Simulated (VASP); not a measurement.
A run of VASP 6.6.1:

INCAR

```
SYSTEM = Cd
ALGO = Normal ; EDIFF = 1E-6
ENCUT = 520 ; GGA = PE
ISIF = 2 ; ISMEAR = -1
LASPH = .TRUE. ; LCHARG = .TRUE.
LELF = .TRUE. ; LREAL = .FALSE.
LVHAR = .TRUE. ; LWAVE = .FALSE.
NBANDS = 19 ; NELM = 100
PREC = Accurate ; SIGMA = 0.1
```

Contents of KPOINTS:

```
k-points
0
G
  15 15 8
  0 0 0
```

Contents of POSCAR:

```
Cd
1.0
    2.9492604828      0.0000000000      0.0000000000
   -1.4746302414      2.5541345005      0.0000000000
    0.0000000000      0.0000000000      4.8062194076
Cd
2
Direct
    0.3333333333      0.6666666667      0.2500000000
    0.6666666667      0.3333333333      0.7500000000
```

Potentials or basis: VASP PAW PBE potentials, release 64 (Cd).

The run is started by

```console
$ cat potpaw_PBE.64/Cd/POTCAR > POTCAR
$ mpirun -np 1 vasp_std > vasp.out
```

Hardware: 1 thread of Intel Xeon 8259CL, with other jobs on the host.

Problem. Estimate the wall time of this run.

Solution. Wall time 84 s on 1 thread of Intel Xeon 8259CL, on a shared host, peak memory 0.21 GiB. Counts: scf iterations 11, k points 135.
